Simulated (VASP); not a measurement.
CdTe, 2 atoms in the cell. It takes space group F-43m (No. 216, cubic). The conventional cell has a = 6.410 Å, b = 6.410 Å, c = 6.410 Å, α = 90.00°, β = 90.00°, γ = 90.00°. Cd (site symmetry -43m) has 4 Te at 2.78 Å within 3.7 Å. Te (site symmetry -43m) has 4 Cd at 2.78 Å within 3.7 Å. 

| Quantity | Value |
| --- | --- |
| Program | VASP 6.6.1 |
| Task | single point |
| Functional | PBE |
| Potentials or basis | VASP PAW PBE potentials, release 64 (Cd, Te) |
| Cutoff | 520 eV |
| k mesh | 6 × 6 × 6 |
| Occupations | gaussian, width 0.05 eV |
| Spin | no spin polarisation |
| Dipole correction | no |
| Further INCAR settings | ALGO = Normal; EDIFF = 1e-06; NBANDS = 16 |

Potentials or basis: VASP PAW PBE potentials, release 64 (Cd, Te).

Command:

```bash
$ cat potpaw_PBE.64/Cd/POTCAR potpaw_PBE.64/Te/POTCAR > POTCAR
$ mpirun -np 1 vasp_std > vasp.out
```

Hardware: 1 thread of Intel Xeon 6975P-C, with other jobs on the host.

Q: Estimate the wall time of this run.

A: Wall time 27 s on 1 thread of Intel Xeon 6975P-C, on a shared host, peak memory 0.21 GiB. Counts: scf iterations 12, k points 16.
